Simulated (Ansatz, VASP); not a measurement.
## ZnS: VASP beside Ansatz

```
CELL_PARAMETERS angstrom
3.80672 0.00000 0.00000
-1.90336 3.29672 0.00000
0.00000 0.00000 6.24574
ATOMIC_POSITIONS crystal
Zn 0.33333 0.66667 0.00539
Zn 0.66667 0.33333 0.50539
S 0.33333 0.66667 0.37961
S 0.66667 0.33333 0.87961
```

Alike in both runs: task single point; functional r2SCAN; k mesh 6 × 6 × 4; occupations gaussian, width 0.05 eV; no spin polarisation.

```csv
,VASP,Ansatz
version,VASP 6.6.1,Ansatz 0.2.0
potentials or method,"VASP PAW PBE potentials, release 64 (Zn, S), cutoff 520 eV","scalar-relativistic, plane waves, PAW"
valence electrons in the cell,36,36
```

|  | VASP | Ansatz | Ansatz less VASP |
| --- | --- | --- | --- |
| gap on the k mesh at the Fermi level (eV) | 2.79 | 2.78 | -0.010 |
| least direct gap on the mesh (eV) | 2.79 | 2.78 | -0.010 |
| pressure (GPa) | 0.0 | 0.0 | -0.07 |

VASP's potentials were made for PBE, not for r2SCAN. The functional is the same, so the differences come from potentials, cutoffs and numerics.
